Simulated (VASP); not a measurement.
Runs of VASP 6.6.1 on MnO. The structure is that of space group Fm-3m (No. 225), or close to it. The cells are those of the table. 

```csv
task,cell,cutoff (eV),gap on the mesh (eV),pressure (GPa),moment (μB)
single point,"a = 3.203 Å, angles 60.0°, 2 atoms",520,none,(a),4.89
relaxation of cell and atoms,"relaxed from a = 3.144 Å, angles 60.0°, 2 atoms",600,none,0.0,4.76
single point,"a = 3.173 Å, angles 60.0°, 2 atoms",520,none,-3.0,(b)
single point,"a = 3.243 Å, angles 60.0°, 2 atoms",520,none,-9.1,4.95
```

Alike in all rows: level PBE; potentials or basis VASP PAW PBE potentials, release 64 (Mn_pv, O); spin collinear, ferromagnetic start; k mesh 16 × 16 × 16; smearing gaussian 0.1 eV.

**Question.** Fill in the values left out.

**Answer.** (a) -5.8; (b) 4.83.

Caveats: a cell with one magnetic atom can't hold antiferromagnetic order, which such compounds often take; semilocal functionals often make such compounds metallic where correlation or magnetic order opens a gap, which also shifts bond lengths; the cell stands under tension (at least some runs).

A gap of «none» marks levels without a gap at the run's occupations.
